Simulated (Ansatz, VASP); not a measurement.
Two plane-wave programs on CdS

The input POSCAR:

```
CdS
1.0
    0.0000000000      2.9392148365      2.9392148365
    2.9392148365      0.0000000000      2.9392148365
    2.9392148365      2.9392148365      0.0000000000
Cd S
1 1
Direct
    0.0000000000      0.0000000000      0.0000000000
    0.2500000000      0.2500000000      0.2500000000
```

Contents of INCAR.step1:

```
  ALGO = Normal
  EDIFF = 1E-5
  ENCUT = 520
  GGA = PE
  ISIF = 2
  ISMEAR = 0
  LASPH = T
  LCHARG = F
  LREAL = F
  LWAVE = T
  NBANDS = 16
  NELM = 80
  PREC = Accurate
  SIGMA = 0.01
```

Contents of INCAR.step2:

```
  ALGO = Normal
  EDIFF = 1E-6
  ENCUT = 520
  GGA = PE
  HFSCREEN = 0.2079
  ISIF = 2
  ISMEAR = 0
  ISTART = 1
  LASPH = T
  LCHARG = F
  LHFCALC = T
  LREAL = F
  LWAVE = F
  NBANDS = 16
  NELM = 80
  PREC = Accurate
  PRECFOCK = Normal
  SIGMA = 0.01
```

Contents of KPOINTS:

```
k-points
0
Gamma
  6 6 6
```

Input for Ansatz:

```yaml
crystal:
  lattice:
    - [0.0, 2.9392148365, 2.9392148365]
    - [2.9392148365, 0.0, 2.9392148365]
    - [2.9392148365, 2.9392148365, 0.0]
  atoms:
    - { symbol: Cd, position: [0.0, 0.0, 0.0] }
    - { symbol: S, position: [0.25, 0.25, 0.25] }
kpoints:
  mp_grid: { grid: [6, 6, 6] }
  band_path:
    path:
      - [0.0, 0.0, 0.0]
      - [-0.5, -0.5, 0.0]
      - [-0.375, -0.375, 0.25]
      - [-0.375, 0.0, 0.375]
      - [0.0, 0.0, 0.5]
      - [-0.5, -0.25, 0.25]
    npoints: 1
hamiltonian:
  xc: hse06
scf:
  occupations: { method: fixed }
  n_extra_bands: 4
output:
  forces: true
  stress: true
  eigenvalues: true
```

Alike in both runs: task single point; functional HSE06; k mesh 6 × 6 × 6; no spin polarisation.

|  | VASP | Ansatz |
| --- | --- | --- |
| version | VASP 6.6.1 | Ansatz 0.2.0 |
| potentials or method | VASP PAW PBE potentials, release 64 (Cd, S) | plane waves, PAW |
| plane-wave cutoff (eV) | 520 | 420 |
| occupations | gaussian, width 0.01 eV | fixed |
| valence electrons in the cell | 18 | 26 |

|  | VASP | Ansatz | Ansatz less VASP |
| --- | --- | --- | --- |
| gap on the k mesh at the Fermi level (eV) | 2.11 | 2.11 | -0.004 |
| pressure (GPa) | 0.5 | 0.2 | -0.28 |

VASP's potentials hold 18 valence electrons a cell and Ansatz's 26, so a difference there can come from the potentials and not from the codes. Ansatz's warnings: stress exchange threshold loose, stress scf threshold loose.
